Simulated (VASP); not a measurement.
A run of VASP 6.6.1:

File POSCAR:

```
CdSe
1.0
    3.0821126353      3.0821126353      0.0000000000
   -3.0821126353      3.0821126353      0.0000000000
    0.0000000000      3.0821126353      3.0462246378
Cd Se
1 1
Direct
    0.0000000000      0.0000000000      0.0000000000
    0.7500000000      0.2500000000      0.5000000000
```

Contents of INCAR.step1:

```
SYSTEM = CdSe
  PREC = Accurate
  ENCUT = 520
  ISMEAR = 0
  SIGMA = 0.01
  LREAL = .FALSE.
  LASPH = .TRUE.
  NELM = 60
  NBANDS = 16
  GGA = PE
  ALGO = Normal
  EDIFF = 1E-4
  LWAVE = .TRUE.
  LCHARG = .FALSE.
```

The input INCAR.step2:

```
SYSTEM = CdSe
  PREC = Accurate
  ENCUT = 520
  EDIFF = 1E-6
  ISMEAR = 0
  SIGMA = 0.01
  LREAL = .FALSE.
  LASPH = .TRUE.
  NELM = 60
  ALGO = Normal
  ISIF = 2
  LWAVE = .FALSE.
  LCHARG = .TRUE.
  METAGGA = R2SCAN
  LMIXTAU = .TRUE.
  LELF = .TRUE.
  LVHAR = .TRUE.
  NBANDS = 16
  ISTART = 1
```

Contents of KPOINTS:

```
regular mesh
0
G
  6 6 6
  0 0 0
```

Potentials or basis: VASP PAW PBE potentials, release 64 (Cd, Se).

Run with:

```bash
$ cat potpaw_PBE.64/Cd/POTCAR potpaw_PBE.64/Se/POTCAR > POTCAR
$ cp INCAR.step1 INCAR
$ mpirun -np 1 vasp_std > vasp.out
$ cp INCAR.step2 INCAR
$ mpirun -np 1 vasp_std > vasp.out
```

Hardware: 1 thread of Intel(R) Xeon(R) 6975P-C (Granite Rapids), with other jobs on the host.

Estimate the wall time of this run.

It took 39 s on 1 thread of Intel(R) Xeon(R) 6975P-C (Granite Rapids), on a shared host, peak memory 0.19 GiB. Counts: k points 30.
